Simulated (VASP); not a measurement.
# HfC (Fm-3m) in VASP: notebook

The runs below take HfC through single point, relaxation of cell and atoms, with PBEsol, PBE, RPBE.

Everything below comes from runs of VASP 6.6.1. Logs are shortened: lines on timing, memory, paths and dates and some standing lists are left out, and cuts for length are marked.

## Step 1: The cell of the first run

The structure is cubic, space group Fm-3m (No. 225). The conventional cell has a = 4.608 Å, b = 4.608 Å, c = 4.608 Å, α = 90.00°, β = 90.00°, γ = 90.00°. Hf (site symmetry m-3m) has 6 C at 2.30 Å within 3.0 Å. Within 3.0 Å of C (site symmetry m-3m) lie 6 Hf at 2.30 Å.

## Step 2: Single point, PBEsol

Input file INCAR:

```
PREC = Accurate ; ENCUT = 520
EDIFF = 1E-6 ; ISMEAR = -1
SIGMA = 0.1 ; LREAL = F
LASPH = T ; NELM = 100
ALGO = Normal ; ISIF = 2
LWAVE = F ; LCHARG = F
GGA = PS ; NBANDS = 14
```

Input file KPOINTS:

```
Automatic mesh
0
Gamma
  11 11 11
```

Input file POSCAR:

```
HfC
1.0
    0.0000000000      2.3037818464      2.3037818464
    2.3037818464      0.0000000000      2.3037818464
    2.3037818464      2.3037818464      0.0000000000
Hf C
1 1
Direct
    0.5000000000      0.5000000000      0.5000000000
    0.0000000000      0.0000000000      0.0000000000
```

Potentials or basis: VASP PAW PBE potentials, release 64 (Hf_pv, C).

The run is started by

```
> cat potpaw_PBE.64/Hf_pv/POTCAR potpaw_PBE.64/C/POTCAR > POTCAR
> mpirun -np 1 vasp_std > vasp.out
```

OUTCAR:

```text
PREC = Accurate
   ENCUT = 520
   EDIFF = 1E-6
   ISMEAR = -1
   LREAL = F
   LASPH = T
   NELM = 100
   ISIF = 2
   GGA = PS

 ion  position               nearest neighbor table
   1  0.500  0.500  0.500-   2 2.30   2 2.30   2 2.30   2 2.30   2 2.30   2 2.30
   2  0.000  0.000  0.000-   1 2.30   1 2.30   1 2.30   1 2.30   1 2.30   1 2.30

  LATTYP: Found a face centered cubic cell.
 ALAT       =     4.6075636928

  Lattice vectors:

 A1 = (   0.0000000000,   2.3037818464,   2.3037818464)
 A2 = (   2.3037818464,   0.0000000000,   2.3037818464)
 A3 = (   2.3037818464,   2.3037818464,   0.0000000000)

Analysis of symmetry for initial positions (statically):
=====================================================================
 Subroutine PRICEL returns:
 Original cell was already a primitive cell.

 Routine SETGRP: Setting up the symmetry group for a
 face centered cubic supercell.

 Subroutine GETGRP returns: Found 48 space group operations
 (whereof 48 operations were pure point group operations)
 out of a pool of 48 trial point group operations.

The static configuration has the point symmetry O_h .

Analysis of symmetry for dynamics (positions and initial velocities):
=====================================================================
 Subroutine PRICEL returns:
 Original cell was already a primitive cell.

 Routine SETGRP: Setting up the symmetry group for a
 face centered cubic supercell.

 Subroutine GETGRP returns: Found 48 space group operations
 (whereof 48 operations were pure point group operations)
 out of a pool of 48 trial point group operations.

The dynamic configuration has the point symmetry O_h .

 Subroutine INISYM returns: Found 48 space group operations
 (whereof 48 operations are pure point group operations),
 and found     1 'primitive' translations

----------------------------------------------------------------------------------------

                                     Primitive cell

  volume of cell :      24.4542

  direct lattice vectors                    reciprocal lattice vectors
     0.000000000  2.303781846  2.303781846    -0.217034439  0.217034439  0.217034439
     2.303781846  0.000000000  2.303781846     0.217034439 -0.217034439  0.217034439
     2.303781846  2.303781846  0.000000000     0.217034439  0.217034439 -0.217034439

  length of vectors
     3.258039532  3.258039532  3.258039532     0.375914675  0.375914675  0.375914675

  position of ions in fractional coordinates (direct lattice)
     0.500000000  0.500000000  0.500000000
     0.000000000  0.000000000  0.000000000

  ion indices of the primitive-cell ions
   primitive index   ion index
                 1           1
                 2           2

----------------------------------------------------------------------------------------

 KPOINTS: Automatic mesh

Automatic generation of k-mesh.
 Grid dimensions read from file:
 generate k-points for:   11   11   11

 Generating k-lattice:

  Cartesian coordinates                     Fractional coordinates (reciprocal lattice)
    -0.019730404  0.019730404  0.019730404     0.090909091  0.000000000  0.000000000
     0.019730404 -0.019730404  0.019730404     0.000000000  0.090909091  0.000000000
     0.019730404  0.019730404 -0.019730404     0.000000000  0.000000000  0.090909091

  Length of vectors
     0.034174061  0.034174061  0.034174061

  Shift w.r.t. Gamma in fractional coordinates (k-lattice)
     0.000000000  0.000000000  0.000000000

 Subroutine IBZKPT returns following result:
 ===========================================

 Found     56 irreducible k-points:

 Following reciprocal coordinates:
            Coordinates               Weight
  0.000000  0.000000  0.000000      1.000000
  0.090909  0.000000  0.000000      8.000000
  0.181818  0.000000  0.000000      8.000000
  0.272727  0.000000  0.000000      8.000000
  0.363636  0.000000  0.000000      8.000000
  0.454545  0.000000  0.000000      8.000000
[... 16 lines left out ...]
 -0.272727  0.181818  0.000000     24.000000
 -0.181818  0.181818  0.000000     12.000000
 [... further k-points ...]
   k-points           NKPTS =     56   k-points in BZ     NKDIM =     56   number of bands    NBANDS=     14
   number of dos      NEDOS =    301   number of ions     NIONS =      2
   total plane-waves  NPLWV =  13824
   dimension x,y,z NGX =    24 NGY =   24 NGZ =   24
   dimension x,y,z NGXF=    48 NGYF=   48 NGZF=   48
   ions per type =               1   1
   NGX,Y,Z   is equivalent  to a cutoff of  12.25, 12.25, 12.25 a.u.
   NGXF,Y,Z  is equivalent  to a cutoff of  24.49, 24.49, 24.49 a.u.
 SYSTEM =  unknown system
   PREC   = accura    normal or accurate (medium, high low for compatibility)
   ISTART =      0    job   : 0-new  1-cont  2-samecut
   ICHARG =      2    charge: 1-file 2-atom 10-const
   ISPIN  =      1    spin polarized calculation?
   LNONCOLLINEAR =      F non collinear calculations
   LSORBIT =      F    spin-orbit coupling
   LASPH  =      T    aspherical Exc in radial PAW
   ENCUT  =  520.0 eV  38.22 Ry    6.18 a.u.   6.06  6.06  6.06*2*pi/ulx,y,z
   NELM   =    100;   NELMIN=  2; NELMDL= -5     # of ELM steps
   EDIFF  = 0.1E-05   stopping-criterion for ELM
   LREAL  =      F    real-space projection
   EDIFFG = 0.1E-04   stopping-criterion for IOM
   NSW    =      0    number of steps for IOM
   IBRION =     -1    ionic relax: 0-MD 1-quasi-New 2-CG
   NFREE  =      0    steps in history (QN), initial steepest desc. (CG)
   ISIF   =      2    stress and relaxation
   ISYM   =      2    0-nonsym 1-usesym 2-fastsym
   POTIM  = 0.5000    time-step for ionic-motion
   TEBEG  =    0.0;   TEEND  =   0.0 temperature during run
   PSTRESS=    0.0 pullay stress
   NELECT =      14.0000    total number of electrons
   NUPDOWN=      -1.0000    fix difference up-down
   EMIN   =  10.00;   EMAX   =-10.00  energy-range for DOS
   EFERMI =   0.00;   METHOD = LEGACY
   ISMEAR =    -1;   SIGMA  =   0.10  broadening in eV -4-tet -1-fermi 0-gaus
   EFERMI_NEDOS =   21; number of points for ismear=-14 and -15
   IALGO  =     38    algorithm
   IMIX   =      4    mixing-type and parameters
     AMIX     =   0.40;   BMIX     =  1.00
     AMIX_MAG =   1.60;   BMIX_MAG =  1.00
  volume/ion in A,a.u.               =      12.23        82.51
  Fermi-wavevector in a.u.,A,eV,Ry     =   1.359355  2.568808 25.141464  1.847845
  Thomas-Fermi vector in A             =   2.486110
   LORBIT       =      0    0 simple, 1 ext, 2 COOP (PROOUT), +10 PAW based schemes
   GGA     = PS    functional components
   LHFCALC =     F    Hartree Fock is set to
   AEXX    =    0.0000 exact exchange contribution
   IVDW    =     0    specifies the selected vdW correction
   LEPSILON=     F    determine dielectric tensor
   LRPA    =     F    only Hartree local field effects (RPA)
 non-spin polarized calculation
  energy-cutoff  :      520.00
  volume of cell :       24.45
 maximum number of plane-waves:       670
   NGX = 13   NGY = 13   NGZ = 13

 number of electron      14.0000002 magnetization

 Free energy of the ion-electron system (eV)
  ---------------------------------------------------
  ext. energy  EPLUGINS =         0.00000000
  ---------------------------------------------------
  free energy    TOTEN  =       -22.19941681 eV

  energy without entropy =      -22.18923736  energy(sigma->0) =      -22.19432708

 E-fermi :   6.0229     XC(G=0): -12.5565

 val. band max:        5.9380917969   @ k =   0.4545   0.4545   0.0000
 cond. band min:       6.0887324876   @ k =   0.1818   0.1818   0.0000
 fundamental gap:      0.1506406907
 Fermi energy:         6.0229420570

 k-point     1 :       0.0000    0.0000    0.0000
  band No.  band energies     occupation
      1     -23.3486      2.00000
      2     -23.3486      2.00000
      3     -23.3486      2.00000
      4      -6.4096      2.00000
      5       7.0606      0.00006
      6       7.0606      0.00006
      7       7.0606      0.00006
      8       7.3702      0.00000
      9       7.3702      0.00000
     10       7.3702      0.00000
     11       9.4673      0.00000
     12       9.4673      0.00000
     13      13.1784      0.00000
     14      17.0442      0.00000

 k-point     2 :       0.0909    0.0000    0.0000
  band No.  band energies     occupation
      1     -23.4133      2.00000
      2     -23.3547      2.00000
      3     -23.3547      2.00000
      4      -6.1915      2.00000
      5       5.7922      1.81896
      6       6.1460      0.45203
      7       6.1460      0.45203
      8       7.7488      0.00000
      9       7.7488      0.00000
     10       8.1335      0.00000
     11      10.4498      0.00000
     12      10.4498      0.00000
     13      13.6327      0.00000
     14      17.6467      0.00000

 k-point     3 :       0.1818    0.0000    0.0000
  band No.  band energies     occupation
      1     -23.5828      2.00000
      2     -23.3710      2.00000
      3     -23.3710      2.00000
      4      -5.5754      2.00000
      5       4.1569      2.00000
      6       4.9618      1.99995
      7       4.9618      1.99995
      8       8.3974      0.00000
      9       8.3974      0.00000
     10       8.6553      0.00000
     11      12.2793      0.00000
     12      12.2793      0.00000
     13      14.6486      0.00000
     14      19.1549      0.00000

 k-point     4 :       0.2727    0.0000    0.0000
  band No.  band energies     occupation
      1     -23.7962      2.00000
      2     -23.3923      2.00000
      3     -23.3923      2.00000
      4      -4.6626      2.00000
      5       2.5387      2.00000
      6       3.9899      2.00000
      7       3.9899      2.00000
      8       9.2211      0.00000
      9       9.3557      0.00000
     10       9.3557      0.00000
     11      14.2749      0.00000
     12      14.2749      0.00000
     13      15.4325      0.00000
     14      19.9313      0.00000

 k-point     5 :       0.3636    0.0000    0.0000
  band No.  band energies     occupation
      1     -23.9845      2.00000
      2     -23.4117      2.00000
      3     -23.4117      2.00000
      4      -3.5952      2.00000
      5       1.0675      2.00000
      6       3.3186      2.00000
      7       3.3186      2.00000
      8      10.1173      0.00000
      9      10.4706      0.00000
     10      10.4706      0.00000
     11      14.8957      0.00000
[... 276 lines left out ...]
 k-point    22 :      -0.3636    0.1818    0.0000
  band No.  band energies     occupation
      1     -23.9917      2.00000
      2     -23.5928      2.00000
      3     -23.4423      2.00000
      4      -3.0663      2.00000
      5       0.6805      2.00000
      6       3.2385      2.00000
      7       3.2927      2.00000
      8      10.6028      0.00000
      9      10.6198      0.00000
     10      11.2198      0.00000
     11      14.5111      0.00000
     12      15.9427      0.00000
     13      17.7144      0.00000
     14      19.8657      0.00000

 k-point    23 :      -0.2727    0.1818    0.0000
  band No.  band energies     occupation
      1     -23.8939      2.00000
      2     -23.5755      2.00000
      3     -23.4089      2.00000
      4      -3.6744      2.00000
      5       1.3370      2.00000
      6       3.3416      2.00000
      7       3.6106      2.00000
      8       9.5479      0.00000
      9      10.2599      0.00000
     10      11.7382      0.00000
     11      13.0144      0.00000
     12      15.6881      0.00000
     13      17.4178      0.00000
     14      19.9088      0.00000

 k-point    24 :      -0.1818    0.1818    0.0000
  band No.  band energies     occupation
      1     -23.7720      2.00000
      2     -23.5151      2.00000
      3     -23.3806      2.00000
      4      -4.4613      2.00000
      5       2.3211      2.00000
      6       3.7081      2.00000
      7       4.0809      2.00000
      8       8.7240      0.00000
      9       9.8779      0.00000
     10      10.9106      0.00000
     11      11.8740      0.00000
     12      15.8812      0.00000
     13      15.9451      0.00000
     14      19.9475      0.00000

 [... further k-points ...]
[... 5 lines left out ...]
  --------------------------------------------------------------------------------------
  -------------------------------------------------------------------------------------
  Total       -0.0559378     -0.0559378     -0.0559378      0.0000000      0.0000000     -0.0000000
  in kB       -3.6648966     -3.6648966     -3.6648966      0.0000000      0.0000000     -0.0000000
  external PRESSURE =      -3.6648966 kB  Pullay stress =       0.0000000 kB

 VOLUME and BASIS-vectors are now :
 -----------------------------------------------------------------------------
  energy-cutoff  :      520.00
  volume of cell :       24.45
      direct lattice vectors                 reciprocal lattice vectors
     0.000000000  2.303781846  2.303781846    -0.217034439  0.217034439  0.217034439
     2.303781846  0.000000000  2.303781846     0.217034439 -0.217034439  0.217034439
     2.303781846  2.303781846  0.000000000     0.217034439  0.217034439 -0.217034439

 POSITION                                       TOTAL-FORCE (eV/Angst)
 -----------------------------------------------------------------------------------
      2.30378      2.30378      2.30378        -0.000000      0.000000     -0.000000
      0.00000      0.00000      0.00000         0.000000     -0.000000      0.000000
 -----------------------------------------------------------------------------------
    total drift:                                0.000000     -0.000000      0.000000

  FREE ENERGIE OF THE ION-ELECTRON SYSTEM (eV)
  ---------------------------------------------------
  free  energy   TOTEN  =       -22.1994168075 eV

  energy  without entropy=      -22.1892373567  energy(sigma->0) =      -22.19432708
```

Run time: 9.5 s. Hardware: 1 thread of Intel Xeon Platinum 8124M at 3.00GHz (Skylake/Cascade Lake), shared host; peak memory 0.15 GiB.

Results:

```yaml
Free_energy: -22.1994 eV
Pressure: -0.4 GPa
Band_gap_on_the_k_mesh: zero (band 7 reaches 7.06 eV, above the bottom of band 8 at 5.60 eV)
```

Caveat: the PAW data sets were made with another functional, which shifts forces and pressure a little; spin-orbit coupling is left out, which moves the levels of the heavy elements.

## Step 3: Single point, PBE

This run uses another cell than the first one, of 12.58 Å³/atom, 1.029 times its volume.

Input file INCAR:

```
SYSTEM = HfC
PREC     = Accurate       ! precision mode
ENCUT    = 520            ! plane-wave cutoff, eV
EDIFF    = 1E-6           ! SCF threshold, eV
ISMEAR   = -1             ! smearing method
SIGMA    = 0.1            ! smearing width, eV
LREAL    = .False.        ! projectors in reciprocal space
LASPH    = .True.         ! aspherical terms in the spheres
NELM     = 60             ! most SCF steps
ALGO     = Normal         ! electronic algorithm
ISIF     = 2              ! what is computed and relaxed
LWAVE    = .False.        ! write WAVECAR
LCHARG   = .False.        ! write CHGCAR
GGA      = PE             ! functional
NBANDS   = 14             ! bands
```

Input file KPOINTS:

```
regular mesh
0
Gamma
  11 11 11
  0 0 0
```

Input file POSCAR:

```
HfC
1.0
    0.0000000000      2.3258231002      2.3258231002
    2.3258231002      0.0000000000      2.3258231002
    2.3258231002      2.3258231002      0.0000000000
Hf C
1 1
Direct
    0.5000000000      0.5000000000      0.5000000000
    0.0000000000      0.0000000000      0.0000000000
```

Potentials or basis: VASP PAW PBE potentials, release 64 (Hf_pv, C).

The run is started by

```
> cat potpaw_PBE.64/Hf_pv/POTCAR potpaw_PBE.64/C/POTCAR > POTCAR
> mpirun -np 1 vasp_std > vasp.out
```

It took 9.9 s on 1 thread of Intel Xeon Platinum 8124M at 3.00GHz (Skylake/Cascade Lake), shared host; peak memory 0.15 GiB.

Results (log left out):

```yaml
Free_energy: -21.0496 eV
Pressure: -0.7 GPa
Band_gap_on_the_k_mesh: zero (band 7 reaches 6.94 eV, above the bottom of band 8 at 5.52 eV)
```

Levels at points of the mesh, in eV from the Fermi level:
```csv
k point,band 4,band 5,band 6,band 7,band 8,band 9,band 10,band 11
"(0.00, 0.00, 0.00)",-12.31,0.99,0.99,0.99,1.39,1.39,1.39,3.38
```

Caveat: spin-orbit coupling is left out, which moves the levels of the heavy elements.

[end of part 1 of 2]
